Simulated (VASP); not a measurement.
# TaC5 (C222) in VASP: relaxation of cell and atoms with PBE

Aim: the relaxation of cell and atoms of TaC5 with PBE.

Program: VASP 6.6.1. These are calculated values, not measurements. Logs are shortened: lines on timing, memory, paths and dates and some standing lists are left out, and cuts for length are marked.

### Step 1. The cell of the first run

Symmetry: C222, No. 21, orthorhombic system. Conventional cell: a = 4.559 Å, b = 8.322 Å, c = 3.221 Å, α = 90.00°, β = 90.00°, γ = 90.00°. Ta (site symmetry 222) has 12 C at 2.28 to 2.78 Å within 3.0 Å. C (site symmetry 2) has 3 C at 1.38 to 1.42 Å within 1.8 Å. Within 1.9 Å of C (site symmetry 2) lie 2 C at 1.42 Å. C (site symmetry 222) has 2 C at 1.38 Å within 1.8 Å.

The cell was built from a structure type or drawn by symmetry, and may not be a known phase.

### Step 2. Relaxation of cell and atoms, PBE

File INCAR:

```
PREC     = Accurate       # precision mode
ENCUT    = 600            # plane-wave cutoff, eV
EDIFF    = 1E-7           # SCF threshold, eV
ISMEAR   = 0              # smearing method
SIGMA    = 0.1            # smearing width, eV
LREAL    = False          # projectors in reciprocal space
LASPH    = True           # aspherical terms in the spheres
NELM     = 80             # most SCF steps
ALGO     = Normal         # electronic algorithm
ISIF     = 3              # what is computed and relaxed
LWAVE    = False          # write WAVECAR
LCHARG   = False          # write CHGCAR
GGA      = PE             # functional
IBRION   = 2              # ionic algorithm
NSW      = 100            # ionic steps
EDIFFG   = -0.01          # ionic threshold
```

File KPOINTS:

```
regular mesh
0
Gamma
  10 10 12
```

File POSCAR:

```
TaC5
1.0
    2.2792521653     -4.1612350708      0.0000000000
    2.2792521653      4.1612350708      0.0000000000
    0.0000000000      0.0000000000      3.2206695634
Ta C
1 5
Direct
    0.5000000000      0.5000000000      0.0000000000
    0.8337762793      0.1662237207      0.0000000000
    0.1662237207      0.8337762793      0.0000000000
    0.0000000000      0.5000000000      0.1453063034
    0.5000000000      0.0000000000      0.8546936966
    0.0000000000      0.0000000000      0.0000000000
```

Potentials or basis: VASP PAW PBE potentials, release 64 (Ta_pv, C).

Started as:

```console
$ cat potpaw_PBE.64/Ta_pv/POTCAR potpaw_PBE.64/C/POTCAR > POTCAR
$ mpirun -np 1 vasp_std > vasp.out
```

OUTCAR:

```text
PREC = Accurate
   ENCUT = 600
   EDIFF = 1E-7
   ISMEAR = 0
   LREAL = False
   LASPH = True
   NELM = 80
   ISIF = 3
   GGA = PE
   IBRION = 2
   NSW = 100
   EDIFFG = -0.01

 ion  position               nearest neighbor table
   1  0.500  0.500  0.000-   6 2.28   6 2.28   4 2.42   5 2.42   4 2.42   5 2.42   2 2.67   2 2.67
                             3 2.67   3 2.67   2 2.78   3 2.78
   2  0.834  0.166  0.000-   6 1.38   5 1.42   4 1.42   1 2.67   1 2.67   1 2.78
   3  0.166  0.834  0.000-   6 1.38   5 1.42   4 1.42   1 2.67   1 2.67   1 2.78
   4  0.000  0.500  0.145-   2 1.42   3 1.42   1 2.42   1 2.42
   5  0.500  0.000  0.855-   2 1.42   3 1.42   1 2.42   1 2.42
   6  0.000  0.000  0.000-   2 1.38   3 1.38   1 2.28   1 2.28

  LATTYP: Found a base centered orthorhombic cell.
 ALAT       =     4.5585043306
 B/A-ratio  =     1.8257019272
 C/A-ratio  =     0.7065189215

  Lattice vectors:

 A1 = (   2.2792521653,  -4.1612350708,   0.0000000000)
 A2 = (   2.2792521653,   4.1612350708,   0.0000000000)
 A3 = (   0.0000000000,   0.0000000000,   3.2206695634)

Analysis of symmetry for initial positions (statically):
=====================================================================
 Subroutine PRICEL returns:
 Original cell was already a primitive cell.

 Routine SETGRP: Setting up the symmetry group for a
 base centered orthorhombic supercell.

 Subroutine GETGRP returns: Found  4 space group operations
 (whereof  4 operations were pure point group operations)
 out of a pool of  8 trial point group operations.

The static configuration has the point symmetry D_2 .

Analysis of symmetry for dynamics (positions and initial velocities):
=====================================================================
 Subroutine PRICEL returns:
 Original cell was already a primitive cell.

 Routine SETGRP: Setting up the symmetry group for a
 base centered orthorhombic supercell.

 Subroutine GETGRP returns: Found  4 space group operations
 (whereof  4 operations were pure point group operations)
 out of a pool of  8 trial point group operations.

The dynamic configuration has the point symmetry D_2 .

 Subroutine INISYM returns: Found  4 space group operations
 (whereof  4 operations are pure point group operations),
 and found     1 'primitive' translations

----------------------------------------------------------------------------------------

                                     Primitive cell
[... 116 lines left out ...]
   IALGO  =     38    algorithm
   IMIX   =      4    mixing-type and parameters
     AMIX     =   0.40;   BMIX     =  1.00
     AMIX_MAG =   1.60;   BMIX_MAG =  1.00
  volume/ion in A,a.u.               =      10.18        68.71
  Fermi-wavevector in a.u.,A,eV,Ry     =   1.305765  2.467539 23.198247  1.705023
  Thomas-Fermi vector in A             =   2.436612
   LORBIT       =      0    0 simple, 1 ext, 2 COOP (PROOUT), +10 PAW based schemes
   GGA     = PE    functional components
   LHFCALC =     F    Hartree Fock is set to
   AEXX    =    0.0000 exact exchange contribution
   IVDW    =     0    specifies the selected vdW correction
   LEPSILON=     F    determine dielectric tensor
   LRPA    =     F    only Hartree local field effects (RPA)
 conjugate gradient relaxation of ions
 non-spin polarized calculation
 Gauss-broadening in eV      SIGMA  =   0.10
  energy-cutoff  :      600.00
  volume of cell :       61.09
 maximum number of plane-waves:      2065
 NGX is ok and might be reduce to    40
   NGX = 19   NGY = 19   NGZ = 13

--------------------------------------- Ionic step        1  -------------------------------------------

 number of electron      31.0000001 magnetization

 Free energy of the ion-electron system (eV)
  ---------------------------------------------------
  ext. energy  EPLUGINS =         0.00000000
  ---------------------------------------------------
  free energy    TOTEN  =       -50.11522755 eV

  energy without entropy =      -50.10423552  energy(sigma->0) =      -50.10973153

------------------------ aborting loop because EDIFF is reached ----------------------------------------

  FORCE on cell =-STRESS in cart. coord.  units (eV):
  Direction    XX          YY          ZZ          XY          YZ          ZX
  --------------------------------------------------------------------------------------
  -------------------------------------------------------------------------------------
  Total        0.6588747     -0.7534329      0.3891922      0.0000000      0.0000000      0.0000000
  in kB       17.2791599    -19.7589733     10.2066673      0.0000000      0.0000000      0.0000000
  external PRESSURE =       2.5756179 kB  Pullay stress =       0.0000000 kB
[... 101 lines left out ...]
  FREE ENERGIE OF THE ION-ELECTRON SYSTEM (eV)
  ---------------------------------------------------
  free  energy   TOTEN  =       -50.1225417358 eV

  energy  without entropy=      -50.1121881527  energy(sigma->0) =      -50.11736494

[... ionic steps 4 to 7 ...]

--------------------------------------- Ionic step        8  -------------------------------------------

 number of electron      31.0000000 magnetization

------------------------ aborting loop because EDIFF is reached ----------------------------------------
[... 75 lines left out ...]
--------------------------------------- Ionic step       10  -------------------------------------------

 number of electron      31.0000000 magnetization

 Free energy of the ion-electron system (eV)
  ---------------------------------------------------
  ext. energy  EPLUGINS =         0.00000000
  ---------------------------------------------------
  free energy    TOTEN  =       -50.12400158 eV

  energy without entropy =      -50.11417953  energy(sigma->0) =      -50.11909055

 E-fermi :   5.4711     XC(G=0): -11.3035

 val. band max:        5.4594293096   @ k =   0.3000   0.0000   0.1667
 cond. band min:       5.4762263611   @ k =   0.2000   0.2000   0.3333
 fundamental gap:      0.0167970516
 Fermi energy:         5.4710692890

 k-point     1 :       0.0000    0.0000    0.0000
  band No.  band energies     occupation
      1     -30.1828      2.00000
      2     -30.1468      2.00000
      3     -29.9272      2.00000
      4     -13.2992      2.00000
      5      -9.3578      2.00000
      6      -7.6358      2.00000
[... 505 lines left out ...]
      6      -7.9968      2.00000
[... 11 lines left out ...]
     18       7.3195      0.00000
     19       8.0006      0.00000

 [... further k-points ...]
[... 5 lines left out ...]
  --------------------------------------------------------------------------------------
  -------------------------------------------------------------------------------------
  Total       -0.0272905     -0.0299091     -0.0377845      0.0000000      0.0000000      0.0000000
  in kB       -0.7112834     -0.7795348     -0.9847943      0.0000000      0.0000000      0.0000000
  external PRESSURE =      -0.8252042 kB  Pullay stress =       0.0000000 kB
[... 21 lines left out ...]
  FREE ENERGIE OF THE ION-ELECTRON SYSTEM (eV)
  ---------------------------------------------------
  free  energy   TOTEN  =       -50.1240015795 eV

  energy  without entropy=      -50.1141795295  energy(sigma->0) =      -50.11909055

 reached required accuracy - stopping structural energy minimisation
```

Run time: 45 min. Hardware: 1 thread of Intel Xeon 8259CL, shared host; peak memory 0.43 GiB.

Results:

| Property | Result |
| --- | --- |
| Free energy | -50.1240 eV |
| Relaxed volume | 10.25 Å³/atom |
| Relaxed cell | a = 4.718 Å, b = 4.718 Å, c = 3.256 Å, α = 90.00°, β = 90.00°, γ = 121.98° |
| Space group after relaxing (to 0.1 Å) | C222 (No. 21) |
| Energy gained by relaxing | 1.5 meV/atom |
| Ionic steps | 10 |
| Pressure after relaxing | -0.1 GPa |
| Largest force after relaxing | 0.009 eV/Å |
| Band gap on the k mesh | zero (an odd number of electrons rules out a gap without spin polarisation) |

Forces on the atoms (eV/Å):
```
Ta   0.000  0.000  0.000
C    0.000 -0.003  0.000
C    0.000  0.003  0.000
C    0.000  0.000  0.009
C    0.000  0.000 -0.009
C    0.000  0.000  0.000
```

Step by step:
| step | energy change (eV) | largest force (eV/Å) | pressure (GPa) | volume (Å³) |
| --- | --- | --- | --- | --- |
| 1 | 0.0000 | 0.1159 | 0.26 | 61.09 |
| 2 | -0.0069 | 0.0776 | 0.02 | 61.24 |
| 3 | -0.0073 | 0.0650 | -0.04 | 61.28 |
| 4 | -0.0076 | 0.1432 | 0.29 | 61.27 |
| 5 | -0.0078 | 0.0689 | 0.17 | 61.28 |
| 6 | -0.0084 | 0.0399 | 0.12 | 61.35 |
| 7 | -0.0088 | 0.0166 | 0.04 | 61.46 |
| 8 | -0.0088 | 0.0177 | 0.05 | 61.46 |
| 9 | -0.0088 | 0.0135 | -0.22 | 61.49 |
| 10 | -0.0088 | 0.0087 | -0.08 | 61.47 |

Final structure:
```yaml
crystal:
  lattice:
    - [2.28775, -4.12590, 0.00000]
    - [2.28775, 4.12590, 0.00000]
    - [0.00000, 0.00000, 3.25627]
  atoms:
    - { symbol: Ta, position: [0.50000, 0.50000, 0.00000] }
    - { symbol: C, position: [0.83267, 0.16733, 0.00000] }
    - { symbol: C, position: [0.16733, 0.83267, 0.00000] }
    - { symbol: C, position: [0.00000, 0.50000, 0.14980] }
    - { symbol: C, position: [0.50000, 0.00000, 0.85020] }
    - { symbol: C, position: [0.00000, 0.00000, 0.00000] }
```

Caveat: spin-orbit coupling is left out, which moves the levels of the heavy elements.
